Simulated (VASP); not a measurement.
# CsCdPO4 (P2_1) in VASP: electric field gradients with PBE

Aim: the electric field gradients of CsCdPO4 with PBE.

Program: VASP 6.6.1. These are calculated values, not measurements. Logs are shortened: lines on timing, memory, paths and dates and some standing lists are left out, and cuts for length are marked.

### 1 The cell of the first run

Symmetry: P2_1, No. 4, monoclinic system. The conventional cell has a = 9.059 Å, b = 5.641 Å, c = 9.463 Å, α = 90.00°, β = 90.24°, γ = 90.00°. Cs (site symmetry 1) has 18 O at 2.91 to 4.63 Å and 6 P at 3.65 to 4.30 Å and 6 Cd at 3.84 to 4.49 Å and 2 Cs at 4.29 Å within 4.7 Å. Within 4.5 Å of Cs (site symmetry 1) lie 16 O at 3.07 to 4.44 Å and 6 P at 3.78 to 4.42 Å and 6 Cd at 3.85 to 4.41 Å and 2 Cs at 4.28 Å. Cd (site symmetry 1) has 5 O at 2.14 to 2.54 Å within 2.8 Å. Cd (site symmetry 1) has 4 O at 2.14 to 2.17 Å within 2.8 Å. Within 2.1 Å of P (site symmetry 1) lie 4 O at 1.54 to 1.56 Å. P (site symmetry 1) has 4 O at 1.53 to 1.55 Å within 2.0 Å. Within 2.1 Å of O (site symmetry 1) lie 1 P at 1.54 Å. O (site symmetry 1) has 1 P at 1.54 Å and 1 Cd at 2.16 Å within 2.2 Å.

### 2 Electric field gradients, PBE

File INCAR:

```
SYSTEM = CsCdPO4
PREC = Accurate
ENCUT = 520
EDIFF = 1E-8
ISMEAR = -1
SIGMA = 0.02
LREAL = Auto
LASPH = .TRUE.
NELM = 120
ALGO = Normal
ISIF = 2
LWAVE = .FALSE.
LCHARG = .FALSE.
GGA = PE
LEFG = .TRUE.
NBANDS = 136
GGA_COMPAT = .FALSE.
```

File KPOINTS:

```
Automatic mesh
0
G
  3 4 3
  0 0 0
```

File POSCAR:

```
CsCdPO4
1.0
    9.0589000000      0.0000000000      0.0000000000
    0.0000000000      5.6406000000      0.0000000000
   -0.0403007454      0.0000000000      9.4633141874
Cs Cd P O
4 4 4 16
Direct
    0.1775300000      0.8859900000      0.0141300000
    0.8224700000      0.3859900000      0.9858700000
    0.3226600000      0.9272000000      0.5135700000
    0.6773400000      0.4272000000      0.4864300000
    0.0737400000      0.4384400000      0.3412800000
    0.9262600000      0.9384400000      0.6587200000
    0.5964100000      0.8780200000      0.1632700000
    0.4035900000      0.3780200000      0.8367300000
    0.6014000000      0.8789000000      0.8111000000
    0.3986000000      0.3789000000      0.1889000000
    0.9176000000      0.9023000000      0.3071000000
    0.0824000000      0.4023000000      0.6929000000
    0.9394000000      0.6853000000      0.2102000000
    0.0606000000      0.1853000000      0.7898000000
    0.4213000000      0.1147000000      0.2248000000
    0.5787000000      0.6147000000      0.7752000000
    0.6844000000      0.9028000000      0.9540000000
    0.3156000000      0.4028000000      0.0460000000
    0.4491000000      0.0058000000      0.8159000000
    0.5509000000      0.5058000000      0.1841000000
    0.9911000000      0.1196000000      0.2402000000
    0.0089000000      0.6196000000      0.7598000000
    0.9940000000      0.8322000000      0.4475000000
    0.0060000000      0.3322000000      0.5525000000
    0.7524000000      0.9476000000      0.3328000000
    0.2476000000      0.4476000000      0.6672000000
    0.6948000000      0.9909000000      0.6932000000
    0.3052000000      0.4909000000      0.3068000000
```

Potentials or basis: VASP PAW PBE potentials, release 64 (Cs_sv, Cd_sv_GW, P, O).

Launch:

```bash
$ cat potpaw_PBE.64/Cs_sv/POTCAR potpaw_PBE.64/Cd_sv_GW/POTCAR potpaw_PBE.64/P/POTCAR potpaw_PBE.64/O/POTCAR > POTCAR
$ mpirun -np 1 vasp_std > vasp.out
```

OUTCAR:

```text
SYSTEM = CsCdPO4
   PREC = Accurate
   ENCUT = 520
   EDIFF = 1E-8
   ISMEAR = -1
   LREAL = Auto
   LASPH = .TRUE.
   NELM = 120
   ISIF = 2
   GGA = PE

 ion  position               nearest neighbor table
   1  0.178  0.886  0.014-
   2  0.822  0.386  0.986-
   3  0.323  0.927  0.514-
   4  0.677  0.427  0.486-
   5  0.074  0.438  0.341-  28 2.14  21 2.17  24 2.18  13 2.22
   6  0.926  0.938  0.659-  27 2.14  22 2.17  23 2.18  14 2.22
   7  0.596  0.878  0.163-  17 2.14  20 2.15  15 2.16  25 2.17
   8  0.404  0.378  0.837-  18 2.14  19 2.15  16 2.16  26 2.17
   9  0.601  0.879  0.811-  27 1.54  16 1.54  17 1.55  19 1.56
  10  0.399  0.379  0.189-  28 1.54  15 1.54  18 1.55  20 1.56
  11  0.918  0.902  0.307-  21 1.53  25 1.54  13 1.54  23 1.55
  12  0.082  0.402  0.693-  22 1.53  26 1.54  14 1.54  24 1.55
  13  0.939  0.685  0.210-  11 1.54   5 2.22
  14  0.061  0.185  0.790-  12 1.54   6 2.22
  15  0.421  0.115  0.225-  10 1.54   7 2.16
  16  0.579  0.615  0.775-   9 1.54   8 2.16
  17  0.684  0.903  0.954-   9 1.55   7 2.14
  18  0.316  0.403  0.046-  10 1.55   8 2.14
[... 8 lines left out ...]
  27  0.695  0.991  0.693-   9 1.54   6 2.14
  28  0.305  0.491  0.307-  10 1.54   5 2.14

  LATTYP: Found a simple monoclinic cell.
 ALAT       =     9.0589000000
 B/A-ratio  =     0.6226583802
 C/A-ratio  =     1.0446522205
 COS(beta)  =    -0.0042585905

  Lattice vectors:

 A1 = (   9.0589000000,   0.0000000000,   0.0000000000)
 A2 = (   0.0000000000,   5.6406000000,   0.0000000000)
 A3 = (  -0.0403007454,   0.0000000000,   9.4633141874)

Analysis of symmetry for initial positions (statically):
=====================================================================
 Subroutine PRICEL returns:
 Original cell was already a primitive cell.

 Routine SETGRP: Setting up the symmetry group for a
 simple monoclinic supercell.

 Subroutine GETGRP returns: Found  2 space group operations
 (whereof  1 operations were pure point group operations)
 out of a pool of  4 trial point group operations.

The static configuration has the point symmetry C_1 .
 The point group associated with its full space group is C_2 .

[... 2174 lines left out ...]
 [bands above 128 left out]

------------------------ aborting loop because EDIFF is reached ----------------------------------------

  FORCE on cell =-STRESS in cart. coord.  units (eV):
  Direction    XX          YY          ZZ          XY          YZ          ZX
  --------------------------------------------------------------------------------------
  -------------------------------------------------------------------------------------
  Total       12.3905331     14.2264899     13.6836858      0.0000000      0.0000000     -0.5689809
  in kB       41.0541011     47.1372579     45.3387612      0.0000000      0.0000000     -1.8852295
  external PRESSURE =      44.5100400 kB  Pullay stress =       0.0000000 kB

 VOLUME and BASIS-vectors are now :
 -----------------------------------------------------------------------------
  energy-cutoff  :      520.00
  volume of cell :      483.55
      direct lattice vectors                 reciprocal lattice vectors
     9.058900000  0.000000000  0.000000000     0.110388679  0.000000000  0.000470104
     0.000000000  5.640600000  0.000000000     0.000000000  0.177286104  0.000000000
    -0.040300745  0.000000000  9.463314187     0.000000000  0.000000000  0.105671225

 POSITION                                       TOTAL-FORCE (eV/Angst)
 -----------------------------------------------------------------------------------
      1.60766      4.99752      0.13372        -0.005366      0.000162     -0.003813
      7.41094      2.17722      9.32960         0.005366      0.000162      0.003813
      2.90225      5.22996      4.86007         0.000043      0.005516      0.002631
      6.11635      2.40966      4.60324        -0.000043      0.005516     -0.002631
      0.65425      2.47306      3.22964        -0.033021      0.025578      0.038658
      8.36435      5.29336      6.23367         0.033021      0.025578     -0.038658
[... 20 lines left out ...]
      6.26619      5.58927      6.55997         0.118882      0.465409     -0.513829
      2.75241      2.76897      2.90334        -0.118882      0.465409      0.513829
 -----------------------------------------------------------------------------------
    total drift:                                0.000001     -0.010663     -0.000017

  FREE ENERGIE OF THE ION-ELECTRON SYSTEM (eV)
  ---------------------------------------------------
  free  energy   TOTEN  =      -163.5244382549 eV

  energy  without entropy=     -163.5244382549  energy(sigma->0) =     -163.52443825

 Electric field gradients (V/A^2)
---------------------------------------------------------------------
 ion       V_xx      V_yy      V_zz      V_xy      V_xz      V_yz
---------------------------------------------------------------------
   1      39.776   -26.506   -13.271     1.528    16.619    23.764
   2      39.776   -26.506   -13.271    -1.528    16.619   -23.764
   3      68.606    -1.181   -67.426   -26.488   -18.068     3.619
   4      68.606    -1.181   -67.426    26.488   -18.068    -3.619
   5     -15.537    11.463     4.074   -19.646     5.481    24.617
   6     -15.537    11.463     4.074    19.646     5.481   -24.617
[... 20 lines left out ...]
  27      33.715   -39.927     6.212    16.509   -56.335   -38.314
  28      33.715   -39.927     6.212   -16.509   -56.335    38.314
---------------------------------------------------------------------

 Electric field gradients after diagonalization (V/A^2)
 (convention: |V_zz| > |V_xx| > |V_yy|)
----------------------------------------------------------------------
 ion       V_xx      V_yy      V_zz     asymmetry (V_yy - V_xx)/ V_zz
----------------------------------------------------------------------
   1     -45.517    -0.042    45.559       0.998
   2     -45.517    -0.042    45.559       0.998
   3     -69.785   -10.007    79.792       0.749
   4     -69.785   -10.007    79.792       0.749
   5     -34.260    -1.211    35.471       0.932
   6     -34.260    -1.211    35.471       0.932
[... 20 lines left out ...]
  27     -64.420   -24.238    88.658       0.453
  28     -64.420   -24.238    88.658       0.453
----------------------------------------------------------------------

           NMR quadrupolar parameters

 Cq : quadrupolar parameter    Cq=e*Q*V_zz/h
 eta: asymmetry parameters     (V_yy - V_xx)/ V_zz
 Q  : nuclear electric quadrupole moment in mb (millibarn)
----------------------------------------------------------------------
 ion       Cq(MHz)       eta       Q (mb)
----------------------------------------------------------------------
   1       0.110       0.998       1.000
   2       0.110       0.998       1.000
   3       0.193       0.749       1.000
   4       0.193       0.749       1.000
   5       0.086       0.932       1.000
   6       0.086       0.932       1.000
[... 20 lines left out ...]
  27       0.214       0.453       1.000
  28       0.214       0.453       1.000
----------------------------------------------------------------------
```

OSZICAR:

```text
N       E                     dE             d eps       ncg     rms          rms(c)
DAV:   1     0.344289947986E+04    0.34429E+04   -0.12433E+05  4496   0.180E+03
[... 14 lines left out ...]
DAV:  16    -0.163524438617E+03    0.72046E-06   -0.10999E-05  6776   0.222E-02    0.450E-03
DAV:  17    -0.163524438484E+03    0.13220E-06   -0.21624E-06  7320   0.907E-03    0.321E-03
DAV:  18    -0.163524438183E+03    0.30121E-06   -0.44247E-07  5976   0.395E-03    0.142E-03
DAV:  19    -0.163524438213E+03   -0.30093E-07   -0.11862E-07  5592   0.235E-03    0.634E-04
DAV:  20    -0.163524438232E+03   -0.18732E-07   -0.94501E-09  3032   0.160E-03    0.387E-04
DAV:  21    -0.163524438263E+03   -0.31385E-07   -0.47277E-08  4040   0.894E-04    0.411E-04
DAV:  22    -0.163524438255E+03    0.84765E-08   -0.55849E-09  2744   0.946E-04
   1 F= -.16352444E+03 E0= -.16352444E+03  d E =-.268964E-13
```

stdout:

```text
POSCAR found type information on POSCAR CsCdP O
 POSCAR found :  4 types and      28 ions
 scaLAPACK will be used
 LDA part: xc-table for (Slater+PW92), standard interpolation
 POSCAR, INCAR and KPOINTS ok, starting setup
 FFT: planning ... GRIDC
 FFT: planning ... GRID_SOFT
 FFT: planning ... GRID
 WAVECAR not read
 entering main loop
ion   1
     0.0000593     0.0005726    -0.1333959     0.0606402    -0.0867246    -0.1913429
     0.0000817     0.0005726    -0.1333959     0.0606402    -0.0867246    -0.1913429
     0.0001125     0.0005726    -0.1333959     0.0606402    -0.0867246    -0.1913429
     0.0001549     0.0005726    -0.1333959     0.0606402    -0.0867246    -0.1913429

     0.0000593    -1.4042591   -21.7354936    10.4881859   -15.1967026   -30.2926825
     0.0000817    -1.4041674   -21.7326135    10.4867792   -15.1947388   -30.2885950
     0.0001125    -1.4040282   -21.7280870    10.4845687   -15.1916550   -30.2821670
     0.0001549    -1.4038185   -21.7210040    10.4811102   -15.1868338   -30.2721018
[... 106 lines left out ...]
     0.0000365     0.8480647    -1.4769437    -7.3993468    -3.3972033    -1.8581789
     0.0000503     0.8480632    -1.4769426    -7.3993373    -3.3971992    -1.8581764
     0.0000692     0.8480607    -1.4769408    -7.3993214    -3.3971924    -1.8581721
     0.0000953     0.8480566    -1.4769378    -7.3992953    -3.3971811    -1.8581652

ion  12
     0.0000365     0.1220139     0.6314610    -0.9181288    -0
```

Run time: 32 min. Hardware: 1 thread of AMD EPYC 9R45 (Zen 5), shared host; peak memory 0.85 GiB.

Results:

```yaml
Free_energy: -163.5244 eV
Pressure: 4.5 GPa
Largest_force: 0.796 eV/Å
Band_gap_on_the_k_mesh: 3.16 eV (least direct gap 3.18 eV)
Largest_electric_field_gradient_by_atom: Cs +45.6, +79.8 (each value once); Cd +35.5, -48.3 (each value once); P +4.5, +10.7 (each value once); O +75.9, +90.4, +92.2, +90.8, +87.6, +78.8, +81.7, +88.7 (each value once) V/Å²
```

Forces in eV/Å, atoms in the order of the input:
```
Cs  -0.005  0.000 -0.004
Cs   0.005  0.000  0.004
Cs   0.000  0.006  0.003
Cs   0.000  0.006 -0.003
Cd  -0.033  0.026  0.039
Cd   0.033  0.026 -0.039
Cd  -0.067  0.169 -0.003
Cd   0.067  0.169  0.003
P   -0.239  0.187  0.299
P    0.239  0.187 -0.299
P    0.096 -0.034 -0.151
P   -0.096 -0.034  0.151
O   -0.040 -0.429 -0.616
O    0.040 -0.429  0.616
O    0.056 -0.583  0.181
O   -0.056 -0.583 -0.181
O    0.208  0.110  0.015
O   -0.208  0.110 -0.015
O   -0.019 -0.348 -0.001
O    0.019 -0.348  0.001
O    0.173  0.360 -0.443
O   -0.173  0.360  0.443
O    0.416 -0.141  0.664
O   -0.416 -0.141 -0.664
O   -0.673  0.212  0.316
O    0.673  0.212 -0.316
O    0.119  0.465 -0.514
O   -0.119  0.465  0.514
```

Stress tensor (GPa, compression positive):
```
 4.11  0.00 -0.19
 0.00  4.71  0.00
-0.19  0.00  4.53
```

Electric field gradients, principal values (V/Å²):
```csv
atom,least,middle,greatest (by size)
1 Cs,-0.042,-45.517,45.559
2 Cs,-0.042,-45.517,45.559
3 Cs,-10.007,-69.785,79.792
4 Cs,-10.007,-69.785,79.792
5 Cd,-1.211,-34.260,35.471
6 Cd,-1.211,-34.260,35.471
7 Cd,0.294,48.036,-48.330
8 Cd,0.294,48.036,-48.330
9 P,-1.065,-3.420,4.485
10 P,-1.065,-3.420,4.485
11 P,-2.979,-7.683,10.661
12 P,-2.979,-7.683,10.661
13 O,-17.780,-58.094,75.874
14 O,-17.780,-58.094,75.874
15 O,-26.347,-64.034,90.381
16 O,-26.347,-64.034,90.381
17 O,-25.303,-66.937,92.240
18 O,-25.303,-66.937,92.240
19 O,-26.112,-64.658,90.770
20 O,-26.112,-64.658,90.770
21 O,-26.950,-60.652,87.602
22 O,-26.950,-60.652,87.602
23 O,-11.762,-67.007,78.769
24 O,-11.762,-67.007,78.769
25 O,-15.689,-66.032,81.721
26 O,-15.689,-66.032,81.721
27 O,-24.238,-64.420,88.658
28 O,-24.238,-64.420,88.658
```

Caveat: the cell stands under pressure; without QUAD_EFG the Cq values of the log hold for a quadrupole moment of 1 mb, not for the nuclei; spin-orbit coupling is left out, which moves the levels of the heavy elements. A k mesh can miss the band edges.
